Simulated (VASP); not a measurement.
Wanted: the native input for a VASP 6.6.1 run.

```
Task                   : single point
Functional             : r2SCAN
Potentials or basis    : VASP PAW PBE potentials, release 64 (W_sv)
Cutoff                 : 520 eV
k mesh                 : 8 × 8 × 8
Occupations            : gaussian, width 0.1 eV
Spin                   : no spin polarisation
Dipole correction      : no
Further INCAR settings : ALGO = Normal; EDIFF = 1e-06; NBANDS = 13
```

The system is W.

```
W
1.0
    -1.34563    1.34563    2.24128
     1.34563   -1.34563    2.24128
     1.34563    1.34563   -2.24128
W
1
Direct
  0.00000 0.00000 0.00000
```

The input as run:

POSCAR

```
W
1.0
   -1.3456294988      1.3456294988      2.2412846844
    1.3456294988     -1.3456294988      2.2412846844
    1.3456294988      1.3456294988     -2.2412846844
W
1
Direct
    0.0000000000      0.0000000000      0.0000000000
```

INCAR.step1

```
  PREC = Accurate
  ENCUT = 520
  ISMEAR = 0
  SIGMA = 0.1
  LREAL = F
  LASPH = T
  NELM = 80
  NBANDS = 13
  GGA = PE
  ALGO = Normal
  EDIFF = 1E-4
  LWAVE = T
  LCHARG = F
```

INCAR.step2

```
  PREC = Accurate
  ENCUT = 520
  EDIFF = 1E-6
  ISMEAR = 0
  SIGMA = 0.1
  LREAL = F
  LASPH = T
  NELM = 80
  ALGO = Normal
  ISIF = 2
  LWAVE = F
  LCHARG = T
  METAGGA = R2SCAN
  LMIXTAU = T
  LELF = T
  LVHAR = T
  NBANDS = 13
  ISTART = 1
```

KPOINTS

```
regular mesh
0
Gamma
  8 8 8
```

Potentials or basis: VASP PAW PBE potentials, release 64 (W_sv).

Run with:

```bash
$ cat potpaw_PBE.64/W_sv/POTCAR > POTCAR
$ cp INCAR.step1 INCAR
$ mpirun -np 1 vasp_std > vasp.out
$ cp INCAR.step2 INCAR
$ mpirun -np 1 vasp_std > vasp.out
```

Results of the run:

```json
{
  "Pressure": "1.2 GPa",
  "Band gap on the k mesh": "zero (bands 7 and 8 overlap by 4.03 eV)"
}
```

Caveat: the PAW data sets were made with another functional, which shifts forces and pressure a little; spin-orbit coupling is left out, which moves the levels of the heavy elements.

Run time: 73 s on 1 thread of Intel Xeon 8259CL, with other jobs on the host, peak memory 0.15 GiB.
